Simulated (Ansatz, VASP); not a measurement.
Ga4As3P in VASP and in Ansatz

```
Ga P As
1.0
     5.49411    0.00000    0.00000
     0.00000    5.49411    0.00000
     0.00000    0.00000    5.49411
Ga P As
4 1 3
Cartesian
  4.1206 4.1206 4.1206
  4.1206 1.3735 1.3735
  1.3735 4.1206 1.3735
  1.3735 1.3735 4.1206
  2.7471 2.7471 2.7471
  0.0000 0.0000 2.7471
  0.0000 2.7471 0.0000
  2.7471 0.0000 0.0000
```

Alike in both runs: task single point; functional PBE; k mesh 4 × 4 × 4; occupations gaussian, width 0.1 eV; no spin polarisation.

|  | VASP | Ansatz |
| --- | --- | --- |
| version | VASP 6.6.1 | Ansatz 0.2.0 |
| potentials or method | VASP PAW PBE potentials, release 64 (Ga_d, P, As), cutoff 520 eV | scalar-relativistic, plane waves, PAW |
| valence electrons in the cell | 72 | 102 |

VASP gave:

| Property | Result |
| --- | --- |
| gap on the k mesh at the Fermi level (eV) | 1.30 |
| least direct gap on the mesh (eV) | 1.30 |
| pressure (GPa) | 8.6 |

Question: What did Ansatz give for the same quantities?

Answer: gap on the k mesh at the Fermi level (eV): 1.29; least direct gap on the mesh (eV): 1.29; pressure (GPa): 8.5.

VASP's potentials hold 72 valence electrons a cell and Ansatz's 102, so a difference there can come from the potentials and not from the codes.
